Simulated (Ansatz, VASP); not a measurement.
One calculation of KI, two programs

The input POSCAR:

```
KI
1.0
    0.0000000000      3.6140850839      3.6140850839
    3.6140850839      0.0000000000      3.6140850839
    3.6140850839      3.6140850839      0.0000000000
K I
1 1
Direct
    0.0000000000      0.0000000000      0.0000000000
    0.5000000000      0.5000000000      0.5000000000
```

File INCAR.step1:

```
SYSTEM = KI
PREC = Accurate ; ENCUT = 520
ISMEAR = 0 ; SIGMA = 0.01
LREAL = .FALSE. ; LASPH = .TRUE.
NELM = 80 ; NBANDS = 15
GGA = PE ; ALGO = Normal
EDIFF = 1E-4 ; LWAVE = .TRUE.
LCHARG = .FALSE.
```

INCAR.step2

```
SYSTEM = KI
PREC = Accurate ; ENCUT = 520
EDIFF = 1E-6 ; ISMEAR = 0
SIGMA = 0.01 ; LREAL = .FALSE.
LASPH = .TRUE. ; NELM = 80
ALGO = Normal ; ISIF = 2
LWAVE = .FALSE. ; LCHARG = .FALSE.
METAGGA = R2SCAN ; LMIXTAU = .TRUE.
NBANDS = 15 ; ISTART = 1
```

File KPOINTS:

```
regular mesh
0
G
  6 6 6
  0 0 0
```

Input for Ansatz:

```yaml
crystal:
  lattice:
    - [0.0, 3.6140850839, 3.6140850839]
    - [3.6140850839, 0.0, 3.6140850839]
    - [3.6140850839, 3.6140850839, 0.0]
  atoms:
    - { symbol: K, position: [0.0, 0.0, 0.0] }
    - { symbol: I, position: [0.5, 0.5, 0.5] }
kpoints:
  mp_grid: { grid: [6, 6, 6] }
hamiltonian:
  xc: r2scan
scf:
  occupations: { method: fixed }
  n_extra_bands: 4
output:
  forces: true
  stress: true
  eigenvalues: true
```

Alike in both runs: task single point; functional r2SCAN; k mesh 6 × 6 × 6; no spin polarisation.

```csv
,VASP,Ansatz
version,VASP 6.6.1,Ansatz 0.2.0
potentials or method,"VASP PAW PBE potentials, release 64 (K_sv, I)","plane waves, PAW"
plane-wave cutoff (eV),520,500
occupations,"gaussian, width 0.01 eV",fixed
valence electrons in the cell,16,26
```

```csv
,VASP,Ansatz,Ansatz less VASP
gap on the k mesh at the Fermi level (eV),4.44,4.44,+0.003
pressure (GPa),-0.6,-0.6,0.00
```

VASP's potentials were made for PBE, not for r2SCAN. VASP's potentials hold 16 valence electrons a cell and Ansatz's 26, so a difference there can come from the potentials and not from the codes.

Neither program's run includes spin-orbit coupling.
